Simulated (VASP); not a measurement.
# Si (Fd-3m) in VASP: a series of runs

Runs on Si. Level: PBEsol. Tasks: single point, relaxation of cell and atoms.

Everything below comes from runs of VASP 6.6.1. Logs are shortened: lines on timing, memory, paths and dates and some standing lists are left out, and cuts for length are marked.

## (1) The cell of the first run

It takes space group Fd-3m (No. 227, cubic). The conventional cell has a = 5.444 Å, b = 5.444 Å, c = 5.444 Å, α = 90.00°, β = 90.00°, γ = 90.00°. Within 3.1 Å of Si (site symmetry -43m) lie 4 Si at 2.36 Å.

## (2) Single point, PBEsol

INCAR

```
SYSTEM = Si
  PREC = Accurate
  ENCUT = 500
  EDIFF = 1E-6
  ISMEAR = 0
  SIGMA = 0.1
  LREAL = .False.
  LASPH = .True.
  NELM = 120
  ALGO = Normal
  ISIF = 2
  LWAVE = .False.
  LCHARG = .False.
  GGA = PS
  NBANDS = 11
  GGA_COMPAT = .False.
```

KPOINTS

```
regular mesh
0
Gamma
  6 6 6
  0 0 0
```

POSCAR

```
Si
1.0
    0.0000000000      2.7221665085      2.7221665085
    2.7221665085      0.0000000000      2.7221665085
    2.7221665085      2.7221665085      0.0000000000
Si
2
Direct
    0.0000000000      0.0000000000      0.0000000000
    0.2500000000      0.2500000000      0.2500000000
```

Potentials or basis: VASP PAW PBE potentials, release 64 (Si).

Command:

```
cat potpaw_PBE.64/Si/POTCAR > POTCAR
mpirun -np 1 vasp_std > vasp.out
```

OUTCAR:

```text
SYSTEM = Si
   PREC = Accurate
   ENCUT = 500
   EDIFF = 1E-6
   ISMEAR = 0
   LREAL = .False.
   LASPH = .True.
   NELM = 120
   ISIF = 2
   GGA = PS

 ion  position               nearest neighbor table
   1  0.000  0.000  0.000-   2 2.36   2 2.36   2 2.36   2 2.36
   2  0.250  0.250  0.250-   1 2.36   1 2.36   1 2.36   1 2.36

  LATTYP: Found a face centered cubic cell.
 ALAT       =     5.4443330170

  Lattice vectors:

 A1 = (   0.0000000000,   2.7221665085,   2.7221665085)
 A2 = (   2.7221665085,   0.0000000000,   2.7221665085)
 A3 = (   2.7221665085,   2.7221665085,   0.0000000000)

Analysis of symmetry for initial positions (statically):
=====================================================================
 Subroutine PRICEL returns:
 Original cell was already a primitive cell.

 Routine SETGRP: Setting up the symmetry group for a
 face centered cubic supercell.

 Subroutine GETGRP returns: Found 48 space group operations
 (whereof 24 operations were pure point group operations)
 out of a pool of 48 trial point group operations.

The static configuration has the point symmetry T_d .
 The point group associated with its full space group is O_h .

Analysis of symmetry for dynamics (positions and initial velocities):
=====================================================================
 Subroutine PRICEL returns:
 Original cell was already a primitive cell.

 Routine SETGRP: Setting up the symmetry group for a
 face centered cubic supercell.

 Subroutine GETGRP returns: Found 48 space group operations
 (whereof 24 operations were pure point group operations)
 out of a pool of 48 trial point group operations.

The dynamic configuration has the point symmetry T_d .
 The point group associated with its full space group is O_h .

 Subroutine INISYM returns: Found 48 space group operations
 (whereof 24 operations are pure point group operations),
 and found     1 'primitive' translations

----------------------------------------------------------------------------------------

                                     Primitive cell

  volume of cell :      40.3435

  direct lattice vectors                    reciprocal lattice vectors
     0.000000000  2.722166508  2.722166508    -0.183677229  0.183677229  0.183677229
     2.722166508  0.000000000  2.722166508     0.183677229 -0.183677229  0.183677229
     2.722166508  2.722166508  0.000000000     0.183677229  0.183677229 -0.183677229

  length of vectors
     3.849724795  3.849724795  3.849724795     0.318138292  0.318138292  0.318138292

  position of ions in fractional coordinates (direct lattice)
     0.000000000  0.000000000  0.000000000
     0.250000000  0.250000000  0.250000000

  ion indices of the primitive-cell ions
   primitive index   ion index
                 1           1
                 2           2

----------------------------------------------------------------------------------------

 KPOINTS: regular mesh

Automatic generation of k-mesh.
 Grid dimensions read from file:
 generate k-points for:    6    6    6

 Generating k-lattice:

  Cartesian coordinates                     Fractional coordinates (reciprocal lattice)
    -0.030612871  0.030612871  0.030612871     0.166666667  0.000000000  0.000000000
     0.030612871 -0.030612871  0.030612871     0.000000000  0.166666667  0.000000000
     0.030612871  0.030612871 -0.030612871     0.000000000  0.000000000  0.166666667

  Length of vectors
     0.053023049  0.053023049  0.053023049

  Shift w.r.t. Gamma in fractional coordinates (k-lattice)
     0.000000000  0.000000000  0.000000000

 Subroutine IBZKPT returns following result:
 ===========================================

 Found     16 irreducible k-points:

 Following reciprocal coordinates:
            Coordinates               Weight
  0.000000  0.000000  0.000000      1.000000
  0.166667  0.000000  0.000000      8.000000
  0.333333  0.000000  0.000000      8.000000
  0.500000  0.000000  0.000000      4.000000
  0.166667  0.166667  0.000000      6.000000
  0.333333  0.166667  0.000000     24.000000
[... 8 lines left out ...]
 -0.333333  0.333333  0.166667     24.000000
 -0.333333  0.500000  0.166667     12.000000
   k-points           NKPTS =     16   k-points in BZ     NKDIM =     16   number of bands    NBANDS=     11
   number of dos      NEDOS =    301   number of ions     NIONS =      2
   total plane-waves  NPLWV =  21952
   dimension x,y,z NGX =    28 NGY =   28 NGZ =   28
   dimension x,y,z NGXF=    56 NGYF=   56 NGZF=   56
   ions per type =               2
   NGX,Y,Z   is equivalent  to a cutoff of  12.09, 12.09, 12.09 a.u.
   NGXF,Y,Z  is equivalent  to a cutoff of  24.18, 24.18, 24.18 a.u.
 SYSTEM =  Si
   PREC   = accura    normal or accurate (medium, high low for compatibility)
   ISTART =      0    job   : 0-new  1-cont  2-samecut
   ICHARG =      2    charge: 1-file 2-atom 10-const
   ISPIN  =      1    spin polarized calculation?
   LNONCOLLINEAR =      F non collinear calculations
   LSORBIT =      F    spin-orbit coupling
   LASPH  =      T    aspherical Exc in radial PAW
   ENCUT  =  500.0 eV  36.75 Ry    6.06 a.u.   7.02  7.02  7.02*2*pi/ulx,y,z
   NELM   =    120;   NELMIN=  2; NELMDL= -5     # of ELM steps
   EDIFF  = 0.1E-05   stopping-criterion for ELM
   LREAL  =      F    real-space projection
   EDIFFG = 0.1E-04   stopping-criterion for IOM
   NSW    =      0    number of steps for IOM
   IBRION =     -1    ionic relax: 0-MD 1-quasi-New 2-CG
   NFREE  =      0    steps in history (QN), initial steepest desc. (CG)
   ISIF   =      2    stress and relaxation
   ISYM   =      2    0-nonsym 1-usesym 2-fastsym
   POTIM  = 0.5000    time-step for ionic-motion
   TEBEG  =    0.0;   TEEND  =   0.0 temperature during run
   PSTRESS=    0.0 pullay stress
   NELECT =       8.0000    total number of electrons
   NUPDOWN=      -1.0000    fix difference up-down
   EMIN   =  10.00;   EMAX   =-10.00  energy-range for DOS
   EFERMI =   0.00;   METHOD = LEGACY
   ISMEAR =     0;   SIGMA  =   0.10  broadening in eV -4-tet -1-fermi 0-gaus
   EFERMI_NEDOS =   21; number of points for ismear=-14 and -15
   IALGO  =     38    algorithm
   IMIX   =      4    mixing-type and parameters
     AMIX     =   0.40;   BMIX     =  1.00
     AMIX_MAG =   1.60;   BMIX_MAG =  1.00
  volume/ion in A,a.u.               =      20.17       136.13
  Fermi-wavevector in a.u.,A,eV,Ry     =   0.954656  1.804038 12.399910  0.911368
  Thomas-Fermi vector in A             =   2.083422
   LORBIT       =      0    0 simple, 1 ext, 2 COOP (PROOUT), +10 PAW based schemes
   GGA     = PS    functional components
   LHFCALC =     F    Hartree Fock is set to
   AEXX    =    0.0000 exact exchange contribution
   IVDW    =     0    specifies the selected vdW correction
   LEPSILON=     F    determine dielectric tensor
   LRPA    =     F    only Hartree local field effects (RPA)
 non-spin polarized calculation
 Gauss-broadening in eV      SIGMA  =   0.10
  energy-cutoff  :      500.00
  volume of cell :       40.34
 maximum number of plane-waves:      1034
   NGX = 13   NGY = 13   NGZ = 13

 number of electron       8.0000000 magnetization

 Free energy of the ion-electron system (eV)
  ---------------------------------------------------
  ext. energy  EPLUGINS =         0.00000000
  ---------------------------------------------------
  free energy    TOTEN  =       -11.46748090 eV

  energy without entropy =      -11.46748059  energy(sigma->0) =      -11.46748074

 E-fermi :   6.0155     XC(G=0):  -9.5209

 val. band max:        5.7226971929   @ k =   0.0000   0.0000   0.0000
 cond. band min:       6.3217739254   @ k =   0.5000   0.5000   0.0000
 fundamental gap:      0.5990767326
 Fermi energy:         6.0154988310

 k-point     1 :       0.0000    0.0000    0.0000
  band No.  band energies     occupation
      1      -6.2180      2.00000
      2       5.7227      1.99997
      3       5.7227      1.99997
      4       5.7227      1.99997
      5       8.2331      0.00000
      6       8.2331      0.00000
      7       8.2331      0.00000
      8       8.9612      0.00000
      9      13.3989      0.00000
     10      13.4026      0.00000
     11      13.4026      0.00000

 k-point     2 :       0.1667    0.0000    0.0000
  band No.  band energies     occupation
      1      -5.8577      2.00000
      2       3.3283      2.00000
      3       5.2703      2.00000
      4       5.2703      2.00000
      5       7.9860      0.00000
      6       8.8806      0.00000
      7       8.8806      0.00000
      8      11.0625      0.00000
      9      12.7413      0.00000
     10      12.7413      0.00000
     11      14.5563      0.00000

 k-point     3 :       0.3333    0.0000    0.0000
  band No.  band energies     occupation
      1      -4.8435      2.00000
      2       0.3771      2.00000
      3       4.7218      2.00000
      4       4.7218      2.00000
      5       7.3865      0.00000
      6       9.1663      0.00000
      7       9.1663      0.00000
      8      13.4007      0.00000
      9      13.6333      0.00000
     10      13.6333      0.00000
     11      14.6399      0.00000

 k-point     4 :       0.5000    0.0000    0.0000
  band No.  band energies     occupation
      1      -3.8865      2.00000
      2      -1.2595      2.00000
      3       4.5249      2.00000
      4       4.5249      2.00000
      5       7.1595      0.00000
      6       8.9944      0.00000
      7       8.9944      0.00000
      8      13.2212      0.00000
      9      16.2101      0.00000
     10      16.2101      0.00000
     11      16.8800      0.00000
[... 127 lines left out ...]
 k-point    14 :       0.5000    0.3333    0.1667
  band No.  band energies     occupation
      1      -3.9329      2.00000
      2       0.0820      2.00000
      3       2.1289      2.00000
      4       3.4141      2.00000
      5       8.4913      0.00000
      6       9.3307      0.00000
      7       9.8772      0.00000
      8      12.7124      0.00000
      9      14.6324      0.00000
     10      15.5118      0.00000
     11      18.6103      0.00000

 k-point    15 :      -0.3333    0.3333    0.1667
  band No.  band energies     occupation
      1      -2.9471      2.00000
      2      -1.1174      2.00000
      3       1.6875      2.00000
      4       2.9437      2.00000
      5       8.9813      0.00000
      6       9.1947      0.00000
      7      11.7231      0.00000
      8      12.1472      0.00000
      9      13.1969      0.00000
     10      16.7285      0.00000
     11      17.5585      0.00000

 k-point    16 :      -0.3333    0.5000    0.1667
  band No.  band energies     occupation
      1      -1.9617      2.00000
      2      -1.9617      2.00000
      3       2.0544      2.00000
      4       2.0544      2.00000
      5       8.3757      0.00000
      6       8.3757      0.00000
      7      12.3927      0.00000
      8      12.3927      0.00000
      9      16.2049      0.00000
     10      16.2049      0.00000
     11      18.5628      0.00000

------------------------ aborting loop because EDIFF is reached ----------------------------------------

  FORCE on cell =-STRESS in cart. coord.  units (eV):
  Direction    XX          YY          ZZ          XY          YZ          ZX
  --------------------------------------------------------------------------------------
  -------------------------------------------------------------------------------------
  Total       -0.0922183     -0.0922183     -0.0922183      0.0000000      0.0000000      0.0000000
  in kB       -3.6622980     -3.6622980     -3.6622980      0.0000000      0.0000000      0.0000000
  external PRESSURE =      -3.6622980 kB  Pullay stress =       0.0000000 kB

 VOLUME and BASIS-vectors are now :
 -----------------------------------------------------------------------------
  energy-cutoff  :      500.00
  volume of cell :       40.34
      direct lattice vectors                 reciprocal lattice vectors
     0.000000000  2.722166508  2.722166508    -0.183677229  0.183677229  0.183677229
     2.722166508  0.000000000  2.722166508     0.183677229 -0.183677229  0.183677229
     2.722166508  2.722166508  0.000000000     0.183677229  0.183677229 -0.183677229

 POSITION                                       TOTAL-FORCE (eV/Angst)
 -----------------------------------------------------------------------------------
      0.00000      0.00000      0.00000         0.000000      0.000000      0.000000
      1.36108      1.36108      1.36108        -0.000000     -0.000000     -0.000000
 -----------------------------------------------------------------------------------
    total drift:                                0.000000      0.000000     -0.000000

  FREE ENERGIE OF THE ION-ELECTRON SYSTEM (eV)
  ---------------------------------------------------
  free  energy   TOTEN  =       -11.4674808966 eV

  energy  without entropy=      -11.4674805923  energy(sigma->0) =      -11.46748074
```

Run time: 10 s. Hardware: 1 thread of Intel Xeon 8259CL, shared host; peak memory 0.14 GiB.

Results:

- Free energy: -11.4675 eV
- Pressure: -0.4 GPa
- Band gap on the k mesh: 0.60 eV (least direct gap 2.51 eV)

Caveat: the PAW data sets were made with another functional, which shifts forces and pressure a little. A k mesh can miss the band edges.

(Part 1 of 2 ends here.)
